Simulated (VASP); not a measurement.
# ZnCu (P6_3/mmc) in VASP: a series of runs

The runs below take ZnCu through relaxation of cell and atoms, single point, with PBE.

Everything below comes from runs of VASP 6.6.1. Logs are shortened: lines on timing, memory, paths and dates and some standing lists are left out, and cuts for length are marked.

## 1. The cell of the first run

Symmetry: P6_3/mmc, No. 194, hexagonal system. Conventional cell: a = 2.646 Å, b = 2.646 Å, c = 18.108 Å, α = 90.00°, β = 90.00°, γ = 120.00°. Zn (site symmetry 3m) has 3 Cu at 2.62 Å and 7 Zn at 2.65 to 2.75 Å within 3.5 Å. Cu (site symmetry 3m) has 9 Cu at 2.56 to 2.65 Å and 3 Zn at 2.62 Å within 3.4 Å.

## 2. Relaxation of cell and atoms, PBE

The input, INCAR:

```
PREC     = Accurate       # precision mode
ENCUT    = 600            # plane-wave cutoff, eV
EDIFF    = 1E-7           # SCF threshold, eV
ISMEAR   = 0              # smearing method
SIGMA    = 0.1            # smearing width, eV
LREAL    = False          # projectors in reciprocal space
LASPH    = True           # aspherical terms in the spheres
NELM     = 100            # most SCF steps
ALGO     = Fast           # electronic algorithm
ISIF     = 3              # what is computed and relaxed
LWAVE    = False          # write WAVECAR
LCHARG   = False          # write CHGCAR
GGA      = PE             # functional
IBRION   = 2              # ionic algorithm
NSW      = 90             # ionic steps
EDIFFG   = -0.04          # ionic threshold
```

The input, KPOINTS:

```
Automatic mesh
0
Gamma
  9 9 1
```

The input, POSCAR:

```
ZnCu
1.0
    2.6458498692      0.0000000000      0.0000000000
   -1.3229249346      2.2913732013      0.0000000000
    0.0000000000      0.0000000000     18.1075709102
Zn Cu
4 4
Direct
    0.3333333333      0.6666666667      0.1741192234
    0.6666666667      0.3333333333      0.6741192234
    0.3333333333      0.6666666667      0.3258807766
    0.6666666667      0.3333333333      0.8258807766
    0.3333333333      0.6666666667      0.5566890197
    0.6666666667      0.3333333333      0.0566890197
    0.3333333333      0.6666666667      0.9433109803
    0.6666666667      0.3333333333      0.4433109803
```

Potentials or basis: VASP PAW PBE potentials, release 64 (Zn, Cu).

Run with:

```bash
> cat potpaw_PBE.64/Zn/POTCAR potpaw_PBE.64/Cu/POTCAR > POTCAR
> mpirun -np 1 vasp_std > vasp.out
```

OUTCAR:

```text
PREC = Accurate
   ENCUT = 600
   EDIFF = 1E-7
   ISMEAR = 0
   LREAL = False
   LASPH = True
   NELM = 100
   ISIF = 3
   GGA = PE
   IBRION = 2
   NSW = 90
   EDIFFG = -0.04

 ion  position               nearest neighbor table
   1  0.333  0.667  0.174-   6 2.62   6 2.62   6 2.62   3 2.75
   2  0.667  0.333  0.674-   5 2.62   5 2.62   5 2.62   4 2.75
   3  0.333  0.667  0.326-   8 2.62   8 2.62   8 2.62   1 2.75
   4  0.667  0.333  0.826-   7 2.62   7 2.62   7 2.62   2 2.75
   5  0.333  0.667  0.557-   8 2.56   8 2.56   8 2.56   2 2.62   2 2.62   2 2.62
   6  0.667  0.333  0.057-   7 2.56   7 2.56   7 2.56   1 2.62   1 2.62   1 2.62
   7  0.333  0.667  0.943-   6 2.56   6 2.56   6 2.56   4 2.62   4 2.62   4 2.62
   8  0.667  0.333  0.443-   5 2.56   5 2.56   5 2.56   3 2.62   3 2.62   3 2.62

  LATTYP: Found a hexagonal cell.
 ALAT       =     2.6458498692
 C/A-ratio  =     6.8437635563

  Lattice vectors:

 A1 = (   2.6458498692,   0.0000000000,   0.0000000000)
 A2 = (  -1.3229249346,   2.2913732013,   0.0000000000)
 A3 = (   0.0000000000,   0.0000000000,  18.1075709102)

Analysis of symmetry for initial positions (statically):
=====================================================================
 Subroutine PRICEL returns:
 Original cell was already a primitive cell.

 Routine SETGRP: Setting up the symmetry group for a
 hexagonal supercell.

 Subroutine GETGRP returns: Found 24 space group operations
 (whereof 12 operations were pure point group operations)
 out of a pool of 24 trial point group operations.

The static configuration has the point symmetry D_3d.
 The point group associated with its full space group is D_6h.

Analysis of symmetry for dynamics (positions and initial velocities):
=====================================================================
 Subroutine PRICEL returns:
 Original cell was already a primitive cell.

 Routine SETGRP: Setting up the symmetry group for a
 hexagonal supercell.

 Subroutine GETGRP returns: Found 24 space group operations
 (whereof 12 operations were pure point group operations)
 out of a pool of 24 trial point group operations.

The dynamic configuration has the point symmetry D_3d.
 The point group associated with its full space group is D_6h.

 Subroutine INISYM returns: Found 24 space group operations
 (whereof 12 operations are pure point group operations),
 and found     1 'primitive' translations

----------------------------------------------------------------------------------------
[... 83 lines left out ...]
   PREC   = accura    normal or accurate (medium, high low for compatibility)
   ISTART =      0    job   : 0-new  1-cont  2-samecut
   ICHARG =      2    charge: 1-file 2-atom 10-const
   ISPIN  =      1    spin polarized calculation?
   LNONCOLLINEAR =      F non collinear calculations
   LSORBIT =      F    spin-orbit coupling
   LASPH  =      T    aspherical Exc in radial PAW
   ENCUT  =  600.0 eV  44.10 Ry    6.64 a.u.   5.28  5.28 36.17*2*pi/ulx,y,z
   NELM   =    100;   NELMIN=  2; NELMDL= -5     # of ELM steps
   EDIFF  = 0.1E-06   stopping-criterion for ELM
   LREAL  =      F    real-space projection
   EDIFFG = -.4E-01   stopping-criterion for IOM
   NSW    =     90    number of steps for IOM
   IBRION =      2    ionic relax: 0-MD 1-quasi-New 2-CG
   NFREE  =      1    steps in history (QN), initial steepest desc. (CG)
   ISIF   =      3    stress and relaxation
   ISYM   =      2    0-nonsym 1-usesym 2-fastsym
   POTIM  = 0.5000    time-step for ionic-motion
   TEBEG  =    0.0;   TEEND  =   0.0 temperature during run
   PSTRESS=    0.0 pullay stress
   NELECT =      92.0000    total number of electrons
   NUPDOWN=      -1.0000    fix difference up-down
   EMIN   =  10.00;   EMAX   =-10.00  energy-range for DOS
   EFERMI =   0.00;   METHOD = LEGACY
   ISMEAR =     0;   SIGMA  =   0.10  broadening in eV -4-tet -1-fermi 0-gaus
   EFERMI_NEDOS =   21; number of points for ismear=-14 and -15
   IALGO  =     68    algorithm
   IMIX   =      4    mixing-type and parameters
     AMIX     =   0.40;   BMIX     =  1.00
     AMIX_MAG =   1.60;   BMIX_MAG =  1.00
  volume/ion in A,a.u.               =      13.72        92.60
  Fermi-wavevector in a.u.,A,eV,Ry     =   1.543466  2.916728 32.412981  2.382287
  Thomas-Fermi vector in A             =   2.649125
   LORBIT       =      0    0 simple, 1 ext, 2 COOP (PROOUT), +10 PAW based schemes
   GGA     = PE    functional components
   LHFCALC =     F    Hartree Fock is set to
   AEXX    =    0.0000 exact exchange contribution
   IVDW    =     0    specifies the selected vdW correction
   LEPSILON=     F    determine dielectric tensor
   LRPA    =     F    only Hartree local field effects (RPA)
 conjugate gradient relaxation of ions
 non-spin polarized calculation
 RMM-DIIS sequential band-by-band and
 Gauss-broadening in eV      SIGMA  =   0.10
  energy-cutoff  :      600.00
  volume of cell :      109.78
 maximum number of plane-waves:      3691
 NGX is ok and might be reduce to    24
   NGX = 11   NGY = 11   NGZ = 73

--------------------------------------- Ionic step        1  -------------------------------------------

 number of electron      91.9999966 magnetization

 Free energy of the ion-electron system (eV)
  ---------------------------------------------------
  ext. energy  EPLUGINS =         0.00000000
  ---------------------------------------------------
  free energy    TOTEN  =       -19.12125685 eV

  energy without entropy =      -19.10029174  energy(sigma->0) =      -19.11077430

------------------------ aborting loop because EDIFF is reached ----------------------------------------

  FORCE on cell =-STRESS in cart. coord.  units (eV):
  Direction    XX          YY          ZZ          XY          YZ          ZX
  --------------------------------------------------------------------------------------
  -------------------------------------------------------------------------------------
  Total        0.8930320      0.8930320     -0.8549757      0.0000000      0.0000000      0.0000000
  in kB       13.0333600     13.0333600    -12.4779467      0.0000000      0.0000000      0.0000000
  external PRESSURE =       4.5295911 kB  Pullay stress =       0.0000000 kB
[... 155 lines left out ...]
--------------------------------------- Ionic step        5  -------------------------------------------

 number of electron      91.9999963 magnetization

 Free energy of the ion-electron system (eV)
  ---------------------------------------------------
  ext. energy  EPLUGINS =         0.00000000
  ---------------------------------------------------
  free energy    TOTEN  =       -19.13243359 eV

  energy without entropy =      -19.10993608  energy(sigma->0) =      -19.12118483

 E-fermi :   4.9304     XC(G=0): -11.9513

 val. band max:        4.9266046318   @ k =   0.1111   0.1111   0.0000
 cond. band min:       4.9661860737   @ k =   0.4444   0.0000   0.0000
 fundamental gap:      0.0395814420
 Fermi energy:         4.9304414656

 k-point     1 :       0.0000    0.0000    0.0000
  band No.  band energies     occupation
      1      -5.0546      2.00000
      2      -4.7823      2.00000
      3      -4.4426      2.00000
      4      -3.9738      2.00000
      5      -3.3525      2.00000
      6      -3.2476      2.00000
[... 720 lines left out ...]
  FREE ENERGIE OF THE ION-ELECTRON SYSTEM (eV)
  ---------------------------------------------------
  free  energy   TOTEN  =       -19.1324335884 eV

  energy  without entropy=      -19.1099360790  energy(sigma->0) =      -19.12118483

 reached required accuracy - stopping structural energy minimisation
```

OSZICAR:

```text
N       E                     dE             d eps       ncg     rms          rms(c)
DAV:   1     0.823798945059E+03    0.82380E+03   -0.45338E+04  1320   0.311E+03
[... 65 lines left out ...]
RMM:   6    -0.191324307022E+02    0.72428E-05   -0.92566E-04  1341   0.256E-01    0.341E-02
RMM:   7    -0.191324270645E+02    0.36376E-05   -0.23265E-04  1416   0.148E-01    0.145E-02
RMM:   8    -0.191324326215E+02   -0.55570E-05   -0.72016E-05  1349   0.422E-02    0.506E-03
RMM:   9    -0.191324336448E+02   -0.10233E-05   -0.12188E-05  1544   0.225E-02    0.458E-03
RMM:  10    -0.191324335094E+02    0.13539E-06   -0.40987E-06  1175   0.162E-02    0.251E-03
RMM:  11    -0.191324336139E+02   -0.10445E-06   -0.92624E-07  1020   0.710E-03    0.888E-04
RMM:  12    -0.191324335884E+02    0.25548E-07   -0.16667E-07   831   0.251E-03
   5 F= -.19132434E+02 E0= -.19121185E+02  d E =-.867831E-03
```

CONTCAR:

```text
ZnCu
   1.00000000000000
     2.6647712377498900    0.0000000000000000    0.0000000000000000
    -1.3323856188749450    2.3077595871379959    0.0000000000000000
     0.0000000000000000    0.0000000000000000   17.9037628065927059
  Zn              Cu
     4     4
Direct
     0.3333333332999970    0.6666666667000030    0.1741857195756021
     0.6666666667000030    0.3333333332999970    0.6741857195756020
     0.3333333332999970    0.6666666667000030    0.3258142804243980
     0.6666666667000030    0.3333333332999970    0.8258142804243980
     0.3333333332999970    0.6666666667000030    0.5565785834293852
     0.6666666667000030    0.3333333332999970    0.0565785834293851
     0.3333333332999970    0.6666666667000030    0.9434214165706148
     0.6666666667000030    0.3333333332999970    0.4434214165706149

  0.00000000E+00  0.00000000E+00  0.00000000E+00
  0.00000000E+00  0.00000000E+00  0.00000000E+00
  0.00000000E+00  0.00000000E+00  0.00000000E+00
  0.00000000E+00  0.00000000E+00  0.00000000E+00
  0.00000000E+00  0.00000000E+00  0.00000000E+00
  0.00000000E+00  0.00000000E+00  0.00000000E+00
  0.00000000E+00  0.00000000E+00  0.00000000E+00
  0.00000000E+00  0.00000000E+00  0.00000000E+00
```

Run time: 3.8 min. Hardware: 1 thread of Intel Xeon 6975P-C (Granite Rapids), shared host; peak memory 0.33 GiB.

Results:

```yaml
Free_energy: -19.1324 eV
Relaxed_volume: 13.76 Å³/atom
Relaxed_cell: a = 2.665 Å, b = 2.665 Å, c = 17.904 Å, α = 90.00°, β = 90.00°, γ = 120.00°
Space_group_after_relaxing_to_0.1_Å: P6_3/mmc (No. 194)
Energy_gained_by_relaxing: 1.4 meV/atom
Ionic_steps: 5
Pressure_after_relaxing: 0.1 GPa
Largest_force_after_relaxing: 0.016 eV/Å
Band_gap_on_the_k_mesh: zero (bands 46 and 47 overlap by 3.41 eV)
```

Forces in eV/Å, atoms in the order of the input:
```
Zn   0.000  0.000  0.001
Zn   0.000  0.000  0.001
Zn   0.000  0.000 -0.001
Zn   0.000  0.000 -0.001
Cu   0.000  0.000  0.016
Cu   0.000  0.000  0.016
Cu   0.000  0.000 -0.016
Cu   0.000  0.000 -0.016
```

Stress tensor (GPa, compression positive):
```
0.07 0.00 0.00
0.00 0.07 0.00
0.00 0.00 0.15
```

The path:
| step | energy change (eV) | largest force (eV/Å) | pressure (GPa) | volume (Å³) |
| --- | --- | --- | --- | --- |
| 1 | 0.0000 | 0.0338 | 0.45 | 109.78 |
| 2 | -0.0093 | 0.0030 | -0.24 | 110.39 |
| 3 | -0.0103 | 0.0123 | -0.43 | 110.63 |
| 4 | -0.0103 | 0.0138 | -0.43 | 110.66 |
| 5 | -0.0112 | 0.0161 | 0.10 | 110.10 |

Final structure:
```
Zn Cu
1.0
     2.66477    0.00000    0.00000
    -1.33239    2.30776    0.00000
     0.00000    0.00000   17.90376
Zn Cu
4 4
Direct
  0.33333 0.66667 0.17419
  0.66667 0.33333 0.67419
  0.33333 0.66667 0.32581
  0.66667 0.33333 0.82581
  0.33333 0.66667 0.55658
  0.66667 0.33333 0.05658
  0.33333 0.66667 0.94342
  0.66667 0.33333 0.44342
```

## 3. Single point, PBE

This run uses another cell than the first one, of 13.67 Å³/atom.

The input, INCAR:

```
PREC     = Accurate       # precision mode
ENCUT    = 520            # plane-wave cutoff, eV
EDIFF    = 1E-6           # SCF threshold, eV
ISMEAR   = 0              # smearing method
SIGMA    = 0.1            # smearing width, eV
LREAL    = F              # projectors in reciprocal space
LASPH    = T              # aspherical terms in the spheres
NELM     = 100            # most SCF steps
ALGO     = Fast           # electronic algorithm
ISIF     = 2              # what is computed and relaxed
LWAVE    = F              # write WAVECAR
LCHARG   = F              # write CHGCAR
GGA      = PE             # functional
NBANDS   = 56             # bands
```

The input, KPOINTS:

```
regular mesh
0
Gamma
  18 18 2
```

The input, POSCAR:

```
ZnCu
1.0
    2.6643138853      0.0000000000      0.0000000000
   -1.3321569427      2.3073635083      0.0000000000
    0.0000000000      0.0000000000     17.7873235841
Zn Cu
4 4
Direct
    0.3333333333      0.6666666667      0.1753828239
    0.6666666667      0.3333333333      0.6753828239
    0.3333333333      0.6666666667      0.3246171761
    0.6666666667      0.3333333333      0.8246171761
    0.3333333333      0.6666666667      0.5572134129
    0.6666666667      0.3333333333      0.0572134129
    0.3333333333      0.6666666667      0.9427865871
    0.6666666667      0.3333333333      0.4427865871
```

Potentials or basis: VASP PAW PBE potentials, release 64 (Zn, Cu).

Run with:

```bash
> cat potpaw_PBE.64/Zn/POTCAR potpaw_PBE.64/Cu/POTCAR > POTCAR
> mpirun -np 1 vasp_std > vasp.out
```

OUTCAR:

```text
PREC = Accurate
   ENCUT = 520
   EDIFF = 1E-6
   ISMEAR = 0
   LREAL = F
   LASPH = T
   NELM = 100
   ISIF = 2
   GGA = PE

 ion  position               nearest neighbor table
   1  0.333  0.667  0.175-   6 2.60   6 2.60   6 2.60   3 2.65
   2  0.667  0.333  0.675-   5 2.60   5 2.60   5 2.60   4 2.65
   3  0.333  0.667  0.325-   8 2.60   8 2.60   8 2.60   1 2.65
   4  0.667  0.333  0.825-   7 2.60   7 2.60   7 2.60   2 2.65
   5  0.333  0.667  0.557-   8 2.55   8 2.55   8 2.55   2 2.60   2 2.60   2 2.60
   6  0.667  0.333  0.057-   7 2.55   7 2.55   7 2.55   1 2.60   1 2.60   1 2.60
[... 1634 lines left out ...]
  Total       -0.1320339     -0.1320339     -0.1335290      0.0000000      0.0000000      0.0000000
  in kB       -1.9345677     -1.9345677     -1.9564748      0.0000000      0.0000000      0.0000000
  external PRESSURE =      -1.9418701 kB  Pullay stress =       0.0000000 kB

 VOLUME and BASIS-vectors are now :
 -----------------------------------------------------------------------------
  energy-cutoff  :      520.00
  volume of cell :      109.35
      direct lattice vectors                 reciprocal lattice vectors
     2.664313885  0.000000000  0.000000000     0.375331152  0.216697542  0.000000000
    -1.332156943  2.307363508  0.000000000     0.000000000  0.433395083  0.000000000
     0.000000000  0.000000000 17.787323584     0.000000000  0.000000000  0.056219813

 POSITION                                       TOTAL-FORCE (eV/Angst)
 -----------------------------------------------------------------------------------
     -0.00000      1.53824      3.11959        -0.000000      0.000000      0.014640
      1.33216      0.76912     12.01325         0.000000      0.000000      0.014640
     -0.00000      1.53824      5.77407        -0.000000     -0.000000     -0.014640
      1.33216      0.76912     14.66773        -0.000000     -0.000000     -0.014640
     -0.00000      1.53824      9.91134        -0.000000      0.000000     -0.007976
      1.33216      0.76912      1.01767         0.000000     -0.000000     -0.007976
     -0.00000      1.53824     16.76965         0.000000      0.000000      0.007976
      1.33216      0.76912      7.87599         0.000000      0.000000      0.007976
 -----------------------------------------------------------------------------------
    total drift:                               -0.000000      0.000000     -0.000000

  FREE ENERGIE OF THE ION-ELECTRON SYSTEM (eV)
  ---------------------------------------------------
  free  energy   TOTEN  =       -19.1421926943 eV

  energy  without entropy=      -19.1323660398  energy(sigma->0) =      -19.13727937
```

Wall time 8.4 min (1 thread of Intel Xeon Platinum 8488C (Sapphire Rapids), shared host); peak memory 0.46 GiB.

What came out:

```
Free energy            : -19.1422 eV
Pressure               : -0.2 GPa
Largest force          : 0.015 eV/Å
Band gap on the k mesh : zero (bands 46 and 47 overlap by 4.06 eV)
```

Forces on the atoms (eV/Å):
```
Zn   0.000  0.000  0.015
Zn   0.000  0.000  0.015
Zn   0.000  0.000 -0.015
Zn   0.000  0.000 -0.015
Cu   0.000  0.000 -0.008
Cu   0.000  0.000 -0.008
Cu   0.000  0.000  0.008
Cu   0.000  0.000  0.008
```
